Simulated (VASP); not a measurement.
Set up this calculation in VASP 6.6.1, as the native input.

- Task: single point
- Functional: PBEsol
- Potentials or basis: VASP PAW PBE potentials, release 64 (Ga_d, N)
- Cutoff: 520 eV
- k mesh: 12 × 12 × 6
- Occupations: gaussian, width 0.05 eV
- Spin: no spin polarisation
- Dipole correction: no
- Further INCAR settings: ALGO = Normal; EDIFF = 1e-06; NBANDS = 26

The structure of GaN lies in POSCAR:

```
GaN
1.0
    3.2780558418      0.0000000000      0.0000000000
   -1.6390279209      2.8388796340      0.0000000000
    0.0000000000      0.0000000000      5.2632074707
Ga N
2 2
Direct
    0.3333333333      0.6666666667      0.9991941071
    0.6666666667      0.3333333333      0.4991941071
    0.3333333333      0.6666666667      0.3758058929
    0.6666666667      0.3333333333      0.8758058929
```

This cell differs from its parent crystal: strain +0.030 along x and y, +0.015 along z.

These files were run (other wordings do the same):

INCAR

```
PREC = Accurate
ENCUT = 520
EDIFF = 1E-6
ISMEAR = 0
SIGMA = 0.05
LREAL = False
LASPH = True
NELM = 100
ALGO = Normal
ISIF = 2
LWAVE = False
LCHARG = False
GGA = PS
NBANDS = 26
```

KPOINTS

```
Automatic mesh
0
Gamma
  12 12 6
```

Potentials or basis: VASP PAW PBE potentials, release 64 (Ga_d, N).

The run is started by

```sh
$ cat potpaw_PBE.64/Ga_d/POTCAR potpaw_PBE.64/N/POTCAR > POTCAR
$ mpirun -np 1 vasp_std > vasp.out
```

It gave:

- Pressure: -12.0 GPa
- Largest force: 0.104 eV/Å
- Band gap on the k mesh: 1.43 eV, direct

Caveat: the cell differs from its parent crystal (strain +0.030 along x and y, +0.015 along z); the PAW data sets were made with another functional, which shifts forces and pressure a little.

Run time: 84 s on 1 thread of Intel(R) Xeon(R) Platinum 8488C (Sapphire Rapids), with other jobs on the host, peak memory 0.2 GiB.
